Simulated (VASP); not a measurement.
# Cu (P6_3/mmc) in VASP: further runs

Cu is run at these levels: LDA; tasks: single point.

Everything below comes from runs of VASP 6.6.1. Logs are shortened: lines on timing, memory, paths and dates and some standing lists are left out, and cuts for length are marked.

### Step 1. The cell of the first run

It takes space group P6_3/mmc (No. 194, hexagonal). Conventional cell: a = 2.184 Å, b = 2.184 Å, c = 3.586 Å, α = 90.00°, β = 90.00°, γ = 120.00°. Cu (site symmetry -6m2) has 12 Cu at 2.18 to 2.19 Å within 2.9 Å.

### Step 2. Single point, LDA (volume scaled by 0.68)

File INCAR:

```
SYSTEM = Cu
  PREC = Accurate
  ENCUT = 520
  EDIFF = 1E-7
  ISMEAR = -1
  SIGMA = 0.1
  LREAL = .FALSE.
  LASPH = .TRUE.
  NELM = 60
  ALGO = Normal
  ISIF = 2
  LWAVE = .FALSE.
  LCHARG = .FALSE.
  NBANDS = 18
```

File KPOINTS:

```
regular mesh
0
G
  17 17 10
  0 0 0
```

File POSCAR:

```
Cu
1.0
    2.1842435298      0.0000000000      0.0000000000
   -1.0921217649      1.8916103848      0.0000000000
    0.0000000000      0.0000000000      3.5858999660
Cu
2
Direct
    0.3333333333      0.6666666667      0.2500000000
    0.6666666667      0.3333333333      0.7500000000
```

Potentials or basis: VASP PAW LDA potentials, release 64 (Cu).

Launch:

```bash
$ cat potpaw_LDA.64/Cu/POTCAR > POTCAR
$ mpirun -np 1 vasp_std > vasp.out
```

OUTCAR:

```text
SYSTEM = Cu
   PREC = Accurate
   ENCUT = 520
   EDIFF = 1E-7
   ISMEAR = -1
   LREAL = .FALSE.
   LASPH = .TRUE.
   NELM = 60
   ISIF = 2

 ion  position               nearest neighbor table
   1  0.333  0.667  0.250-   2 2.19   2 2.19   2 2.19   2 2.19   2 2.19   2 2.19
   2  0.667  0.333  0.750-   1 2.19   1 2.19   1 2.19   1 2.19   1 2.19   1 2.19

  LATTYP: Found a hexagonal cell.
 ALAT       =     2.1842435298
 C/A-ratio  =     1.6417125275

  Lattice vectors:

 A1 = (   2.1842435298,   0.0000000000,   0.0000000000)
 A2 = (  -1.0921217649,   1.8916103848,   0.0000000000)
 A3 = (   0.0000000000,   0.0000000000,   3.5858999660)

Analysis of symmetry for initial positions (statically):
=====================================================================
 Subroutine PRICEL returns:
 Original cell was already a primitive cell.

 Routine SETGRP: Setting up the symmetry group for a
 hexagonal supercell.

 Subroutine GETGRP returns: Found 24 space group operations
 (whereof 12 operations were pure point group operations)
 out of a pool of 24 trial point group operations.

The static configuration has the point symmetry D_3d.
 The point group associated with its full space group is D_6h.

Analysis of symmetry for dynamics (positions and initial velocities):
=====================================================================
 Subroutine PRICEL returns:
 Original cell was already a primitive cell.

 Routine SETGRP: Setting up the symmetry group for a
 hexagonal supercell.

 Subroutine GETGRP returns: Found 24 space group operations
 (whereof 12 operations were pure point group operations)
 out of a pool of 24 trial point group operations.

The dynamic configuration has the point symmetry D_3d.
 The point group associated with its full space group is D_6h.

 Subroutine INISYM returns: Found 24 space group operations
 (whereof 12 operations are pure point group operations),
 and found     1 'primitive' translations

----------------------------------------------------------------------------------------

                                     Primitive cell

  volume of cell :      14.8160

  direct lattice vectors                    reciprocal lattice vectors
     2.184243530  0.000000000  0.000000000     0.457824408  0.264325045  0.000000000
    -1.092121765  1.891610385  0.000000000     0.000000000  0.528650090  0.000000000
     0.000000000  0.000000000  3.585899966     0.000000000  0.000000000  0.278870021

  length of vectors
     2.184243530  2.184243530  3.585899966     0.528650090  0.528650090  0.278870021

  position of ions in fractional coordinates (direct lattice)
     0.333333333  0.666666667  0.250000000
     0.666666667  0.333333333  0.750000000

  ion indices of the primitive-cell ions
   primitive index   ion index
                 1           1
                 2           2

----------------------------------------------------------------------------------------

 KPOINTS: regular mesh

Automatic generation of k-mesh.
 Grid dimensions read from file:
 generate k-points for:   17   17   10

 Generating k-lattice:

  Cartesian coordinates                     Fractional coordinates (reciprocal lattice)
     0.026930848  0.015548532  0.000000000     0.058823529  0.000000000  0.000000000
     0.000000000  0.031097064  0.000000000     0.000000000  0.058823529  0.000000000
     0.000000000  0.000000000  0.027887002     0.000000000  0.000000000  0.100000000

  Length of vectors
     0.031097064  0.031097064  0.027887002

  Shift w.r.t. Gamma in fractional coordinates (k-lattice)
     0.000000000  0.000000000  0.000000000

 Subroutine IBZKPT returns following result:
 ===========================================

 Found    198 irreducible k-points:

 Following reciprocal coordinates:
            Coordinates               Weight
  0.000000  0.000000  0.000000      1.000000
  0.058824  0.000000  0.000000      6.000000
  0.117647  0.000000  0.000000      6.000000
  0.176471  0.000000  0.000000      6.000000
  0.235294  0.000000  0.000000      6.000000
  0.294118  0.000000  0.000000      6.000000
[... 16 lines left out ...]
  0.411765  0.117647  0.000000     12.000000
  0.176471  0.176471  0.000000      6.000000
 [... further k-points ...]
   k-points           NKPTS =    198   k-points in BZ     NKDIM =    198   number of bands    NBANDS=     18
   number of dos      NEDOS =    301   number of ions     NIONS =      2
   total plane-waves  NPLWV =   7168
   dimension x,y,z NGX =    16 NGY =   16 NGZ =   28
   dimension x,y,z NGXF=    32 NGYF=   32 NGZF=   56
   ions per type =               2
   NGX,Y,Z   is equivalent  to a cutoff of  12.18, 12.18, 12.98 a.u.
   NGXF,Y,Z  is equivalent  to a cutoff of  24.36, 24.36, 25.96 a.u.
 SYSTEM =  Cu
   PREC   = accura    normal or accurate (medium, high low for compatibility)
   ISTART =      0    job   : 0-new  1-cont  2-samecut
   ICHARG =      2    charge: 1-file 2-atom 10-const
   ISPIN  =      1    spin polarized calculation?
   LNONCOLLINEAR =      F non collinear calculations
   LSORBIT =      F    spin-orbit coupling
   LASPH  =      T    aspherical Exc in radial PAW
   ENCUT  =  520.0 eV  38.22 Ry    6.18 a.u.   4.06  4.06  6.67*2*pi/ulx,y,z
   NELM   =     60;   NELMIN=  2; NELMDL= -5     # of ELM steps
   EDIFF  = 0.1E-06   stopping-criterion for ELM
   LREAL  =      F    real-space projection
   EDIFFG = 0.1E-05   stopping-criterion for IOM
   NSW    =      0    number of steps for IOM
   IBRION =     -1    ionic relax: 0-MD 1-quasi-New 2-CG
   NFREE  =      0    steps in history (QN), initial steepest desc. (CG)
   ISIF   =      2    stress and relaxation
   ISYM   =      2    0-nonsym 1-usesym 2-fastsym
   POTIM  = 0.5000    time-step for ionic-motion
   TEBEG  =    0.0;   TEEND  =   0.0 temperature during run
   PSTRESS=    0.0 pullay stress
   NELECT =      22.0000    total number of electrons
   NUPDOWN=      -1.0000    fix difference up-down
   EMIN   =  10.00;   EMAX   =-10.00  energy-range for DOS
   EFERMI =   0.00;   METHOD = LEGACY
   ISMEAR =    -1;   SIGMA  =   0.10  broadening in eV -4-tet -1-fermi 0-gaus
   EFERMI_NEDOS =   21; number of points for ismear=-14 and -15
   IALGO  =     38    algorithm
   IMIX   =      4    mixing-type and parameters
     AMIX     =   0.40;   BMIX     =  1.00
     AMIX_MAG =   1.60;   BMIX_MAG =  1.00
  volume/ion in A,a.u.               =       7.41        49.99
  Fermi-wavevector in a.u.,A,eV,Ry     =   1.867693  3.529427 47.460876  3.488276
  Thomas-Fermi vector in A             =   2.914114
   LORBIT       =      0    0 simple, 1 ext, 2 COOP (PROOUT), +10 PAW based schemes
   GGA     = CA    functional components
   LHFCALC =     F    Hartree Fock is set to
   AEXX    =    0.0000 exact exchange contribution
   IVDW    =     0    specifies the selected vdW correction
   LEPSILON=     F    determine dielectric tensor
   LRPA    =     F    only Hartree local field effects (RPA)
 non-spin polarized calculation
  energy-cutoff  :      520.00
  volume of cell :       14.82
 maximum number of plane-waves:       413
   NGX =  9   NGY =  9   NGZ = 13

 number of electron      21.9999998 magnetization

 Free energy of the ion-electron system (eV)
  ---------------------------------------------------
  ext. energy  EPLUGINS =         0.00000000
  ---------------------------------------------------
  free energy    TOTEN  =        -6.55734886 eV

  energy without entropy =       -6.54631525  energy(sigma->0) =       -6.55183206

 E-fermi :  15.1316     XC(G=0): -16.0705

 val. band max:       15.0985044483   @ k =   0.1176   0.0000   0.0000
 cond. band min:      15.1417710073   @ k =   0.4706   0.0588   0.1000
 fundamental gap:      0.0432665590
 Fermi energy:        15.1315702996

 k-point     1 :       0.0000    0.0000    0.0000
  band No.  band energies     occupation
      1       1.4094      2.00000
      2       6.2769      2.00000
      3       9.8159      2.00000
      4       9.9585      2.00000
      5       9.9585      2.00000
      6      10.3975      2.00000
[... 10 lines left out ...]
     17      44.8583      0.00000
     18      44.8586      0.00000

 k-point     2 :       0.0588    0.0000    0.0000
  band No.  band energies     occupation
      1       1.5690      2.00000
      2       6.3811      2.00000
      3       9.6748      2.00000
      4      10.0409      2.00000
      5      10.0731      2.00000
      6      10.3526      2.00000
[... 10 lines left out ...]
     17      43.5856      0.00000
     18      45.0416      0.00000

 k-point     3 :       0.1176    0.0000    0.0000
  band No.  band energies     occupation
      1       2.0385      2.00000
      2       6.6688      2.00000
      3       9.4238      2.00000
      4      10.1610      2.00000
      5      10.1715      2.00000
      6      10.2814      2.00000
[... 10 lines left out ...]
     17      43.5475      0.00000
     18      45.1236      0.00000

 k-point     4 :       0.1765    0.0000    0.0000
  band No.  band energies     occupation
      1       2.7883      2.00000
      2       7.0541      2.00000
      3       9.1442      2.00000
      4       9.3285      2.00000
      5      10.0066      2.00000
      6      10.6272      2.00000
[... 375 lines left out ...]
      4       9.0633      2.00000
      5       9.6774      2.00000
      6      10.0862      2.00000
[... 10 lines left out ...]
     17      33.9137      0.00000
     18      38.2891      0.00000

 k-point    23 :       0.4118    0.1176    0.0000
  band No.  band energies     occupation
      1       7.0248      2.00000
      2       7.1583      2.00000
      3       7.2584      2.00000
      4       9.3498      2.00000
      5       9.6953      2.00000
      6       9.9286      2.00000
[... 10 lines left out ...]
     17      32.3599      0.00000
     18      37.9874      0.00000

 k-point    24 :       0.1765    0.1765    0.0000
  band No.  band energies     occupation
      1       5.1463      2.00000
      2       7.8624      2.00000
      3       8.0641      2.00000
      4       8.3495      2.00000
      5       9.7821      2.00000
      6       9.9726      2.00000
[... 10 lines left out ...]
     17      38.6638      0.00000
     18      40.5082      0.00000

 [... further k-points ...]
[... 5 lines left out ...]
  --------------------------------------------------------------------------------------
  -------------------------------------------------------------------------------------
  Total       17.5279279     17.5279279     17.5220302      0.0000000      0.0000000      0.0000000
  in kB     1895.4408748   1895.4408746   1894.8031162      0.0000000      0.0000000      0.0000000
  external PRESSURE =    1895.2282885 kB  Pullay stress =       0.0000000 kB

 VOLUME and BASIS-vectors are now :
 -----------------------------------------------------------------------------
  energy-cutoff  :      520.00
  volume of cell :       14.82
      direct lattice vectors                 reciprocal lattice vectors
     2.184243530  0.000000000  0.000000000     0.457824408  0.264325045  0.000000000
    -1.092121765  1.891610385  0.000000000     0.000000000  0.528650090  0.000000000
     0.000000000  0.000000000  3.585899966     0.000000000  0.000000000  0.278870021

 POSITION                                       TOTAL-FORCE (eV/Angst)
 -----------------------------------------------------------------------------------
     -0.00000      1.26107      0.89647         0.000000      0.000000      0.000000
      1.09212      0.63054      2.68942        -0.000000     -0.000000      0.000000
 -----------------------------------------------------------------------------------
    total drift:                                0.000000     -0.000000     -0.000000

  FREE ENERGIE OF THE ION-ELECTRON SYSTEM (eV)
  ---------------------------------------------------
  free  energy   TOTEN  =        -6.5573488633 eV

  energy  without entropy=       -6.5463152526  energy(sigma->0) =       -6.55183206
```

Wall time 17 s (1 thread of Intel Xeon Platinum 8559C (Emerald Rapids), shared host); peak memory 0.14 GiB.

What came out:

| Property | Result |
| --- | --- |
| Free energy | -6.5573 eV |
| Pressure | 189.5 GPa |
| Band gap on the k mesh | zero (band 11 reaches 20.14 eV, above the bottom of band 12 at 12.08 eV) |

Levels at points of the mesh, in eV from the Fermi level:
| k point | band 7 | band 8 | band 9 | band 10 | band 11 | band 12 | band 13 | band 14 | band 15 | band 16 |
| --- | --- | --- | --- | --- | --- | --- | --- | --- | --- | --- |
| (0.00, 0.00, 0.00) | -4.73 | -4.11 | -4.11 | -2.80 | -2.61 | -2.61 | 6.54 | 24.75 | 28.39 | 28.73 |
| (0.00, 0.00, 0.50) | -5.24 | -5.24 | -3.05 | -3.05 | -3.05 | -3.05 | 16.62 | 16.62 | 25.69 | 25.69 |

Caveat: the cell differs from its parent crystal (volume scaled by 0.68).

### Step 3. Single point, LDA

This run uses another cell than the first one, of 8.28 Å³/atom, 1.118 times its volume.

File INCAR:

```
SYSTEM = Cu
PREC = Accurate ; ENCUT = 520
EDIFF = 1E-7 ; ISMEAR = -1
SIGMA = 0.1 ; LREAL = .False.
LASPH = .True. ; NELM = 60
ALGO = Normal ; ISIF = 2
LWAVE = .False. ; LCHARG = .True.
LELF = .True. ; LVHAR = .True.
NBANDS = 18
```

File KPOINTS:

```
regular mesh
0
Gamma
  17 17 10
  0 0 0
```

File POSCAR:

```
Cu
1.0
    2.2661618989      0.0000000000      0.0000000000
   -1.1330809495      1.9625537736      0.0000000000
    0.0000000000      0.0000000000      3.7232577192
Cu
2
Direct
    0.3333333333      0.6666666667      0.2500000000
    0.6666666667      0.3333333333      0.7500000000
```

Potentials or basis: VASP PAW LDA potentials, release 64 (Cu).

Launch:

```bash
$ cat potpaw_LDA.64/Cu/POTCAR > POTCAR
$ mpirun -np 1 vasp_std > vasp.out
```

Wall time 29 s (1 thread of Intel Xeon 6975P-C, shared host); peak memory 0.16 GiB.

Results (log left out):

```yaml
Free_energy: -8.1078 eV
Pressure: 102.9 GPa
Band_gap_on_the_k_mesh: zero (band 11 reaches 17.52 eV, above the bottom of band 12 at 10.16 eV)
```

Levels at points of the mesh, in eV from the Fermi level:
```csv
k point,band 7,band 8,band 9,band 10,band 11,band 12,band 13,band 14,band 15,band 16
"(0.00, 0.00, 0.00)",-4.15,-3.61,-3.61,-2.35,-2.35,-2.33,5.70,24.12,27.44,27.68
"(0.00, 0.00, 0.50)",-4.57,-4.57,-2.73,-2.73,-2.73,-2.73,15.48,15.48,24.96,24.96
```

[end of part 1 of 2]
